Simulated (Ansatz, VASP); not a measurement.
## Two plane-wave programs on Sn

```
Sn
1.0
    -1.95304    1.95304    1.95304
     1.95304   -1.95304    1.95304
     1.95304    1.95304   -1.95304
Sn
1
Cartesian
  0.0000 0.0000 0.0000
```

Alike in both runs: task single point; functional PBE; k mesh 19 × 19 × 19; occupations fermi-dirac, width 0.1 eV; no spin polarisation.

```csv
,VASP,Ansatz
version,VASP 6.6.1,Ansatz 0.2.0
potentials or method,"VASP PAW PBE potentials, release 64 (Sn_d), cutoff 520 eV","plane waves (420 eV) with PAW, scalar-relativistic"
valence electrons in the cell,14,14
```

VASP gave:

- pressure (GPa): -3.0

**Question.** What did Ansatz give for the same quantities?

**Answer.** Pressure (GPa): -2.9.
